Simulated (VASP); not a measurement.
A run of VASP 6.6.1:

POSCAR

```
Yb
1.0
    0.0000000000      4.3046997554      4.3046997554
    4.3046997554      0.0000000000      4.3046997554
    4.3046997554      4.3046997554      0.0000000000
Yb
2
Direct
    0.1250000000      0.1250000000      0.1250000000
    0.8750000000      0.8750000000      0.8750000000
```

File INCAR.step1:

```
SYSTEM = Yb
PREC     = Accurate       ! precision mode
ENCUT    = 520            ! plane-wave cutoff, eV
ISMEAR   = -1             ! smearing method
SIGMA    = 0.1            ! smearing width, eV
LREAL    = .False.        ! projectors in reciprocal space
LASPH    = .True.         ! aspherical terms in the spheres
NELM     = 100            ! most SCF steps
NBANDS   = 31             ! bands
GGA      = PE             ! functional
ALGO     = Normal         ! electronic algorithm
EDIFF    = 1E-4           ! SCF threshold, eV
LWAVE    = .True.         ! write WAVECAR
LCHARG   = .False.        ! write CHGCAR
```

Contents of INCAR.step2:

```
SYSTEM = Yb
PREC     = Accurate       ! precision mode
ENCUT    = 520            ! plane-wave cutoff, eV
EDIFF    = 1E-6           ! SCF threshold, eV
ISMEAR   = -1             ! smearing method
SIGMA    = 0.1            ! smearing width, eV
LREAL    = .False.        ! projectors in reciprocal space
LASPH    = .True.         ! aspherical terms in the spheres
NELM     = 100            ! most SCF steps
ALGO     = Normal         ! electronic algorithm
ISIF     = 2              ! what is computed and relaxed
LWAVE    = .False.        ! write WAVECAR
LCHARG   = .False.        ! write CHGCAR
METAGGA  = R2SCAN         ! meta-GGA
LMIXTAU  = .True.       
NBANDS   = 31             ! bands
ISTART   = 1
```

KPOINTS

```
regular mesh
0
Gamma
  4 4 4
  0 0 0
```

Potentials or basis: VASP PAW PBE potentials, release 64 (Yb).

Run with:

```bash
$ cat potpaw_PBE.64/Yb/POTCAR > POTCAR
$ cp INCAR.step1 INCAR
$ mpirun -np 1 vasp_std > vasp.out
$ cp INCAR.step2 INCAR
$ mpirun -np 1 vasp_std > vasp.out
```

Hardware: 1 thread of Intel(R) Xeon(R) Platinum 8259CL CPU @ 2.50GHz (Skylake/Cascade Lake), with other jobs on the host.

Question: Estimate the wall time of this run.

Answer: It took 8.2 min on 1 thread of Intel(R) Xeon(R) Platinum 8259CL CPU @ 2.50GHz (Skylake/Cascade Lake), with other jobs on the host, peak memory 0.37 GiB. Counts: k points 8.
